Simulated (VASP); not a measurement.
Wanted: the native input for a VASP 6.6.1 run.

```
Task                   : single point
Functional             : r2SCAN
Potentials or basis    : VASP PAW PBE potentials, release 64 (Si, C)
Cutoff                 : 520 eV
k mesh                 : 10 × 10 × 10
Occupations            : gaussian, width 0.02 eV
Spin                   : no spin polarisation
Dipole correction      : no
Further INCAR settings : ALGO = Normal; EDIFF = 1e-06; NBANDS = 11
```

The system is SiC.

```
CELL_PARAMETERS angstrom
0.00000 2.22090 2.22090
2.22090 0.00000 2.22090
2.22090 2.22090 0.00000
ATOMIC_POSITIONS crystal
Si 0.00000 0.00000 0.00000
C 0.25000 0.25000 0.25000
```

This cell differs from its parent crystal: volume scaled by 1.06.

One way to write it, as run:

POSCAR

```
SiC
1.0
    0.0000000000      2.2208975234      2.2208975234
    2.2208975234      0.0000000000      2.2208975234
    2.2208975234      2.2208975234      0.0000000000
Si C
1 1
Direct
    0.0000000000      0.0000000000      0.0000000000
    0.2500000000      0.2500000000      0.2500000000
```

INCAR.step1

```
PREC = Accurate ; ENCUT = 520
ISMEAR = 0 ; SIGMA = 0.02
LREAL = False ; LASPH = True
NELM = 80 ; NBANDS = 11
GGA = PE ; ALGO = Normal
EDIFF = 1E-4 ; LWAVE = True
LCHARG = False
```

INCAR.step2

```
PREC = Accurate ; ENCUT = 520
EDIFF = 1E-6 ; ISMEAR = 0
SIGMA = 0.02 ; LREAL = False
LASPH = True ; NELM = 80
ALGO = Normal ; ISIF = 2
LWAVE = False ; LCHARG = False
METAGGA = R2SCAN ; LMIXTAU = True
NBANDS = 11 ; ISTART = 1
```

KPOINTS

```
Automatic mesh
0
Gamma
  10 10 10
```

Potentials or basis: VASP PAW PBE potentials, release 64 (Si, C).

Launch:

```console
$ cat potpaw_PBE.64/Si/POTCAR potpaw_PBE.64/C/POTCAR > POTCAR
$ cp INCAR.step1 INCAR
$ mpirun -np 1 vasp_std > vasp.out
$ cp INCAR.step2 INCAR
$ mpirun -np 1 vasp_std > vasp.out
```

Results of the run:

- Pressure: -12.0 GPa
- Band gap on the k mesh: 1.76 eV, indirect (least direct gap 4.98 eV)

Caveat: the PAW data sets were made with another functional, which shifts forces and pressure a little.

It took 29 s on 1 thread of AMD EPYC 9R45 96-Core Processor (Zen 5), with other jobs on the host, peak memory 0.11 GiB.
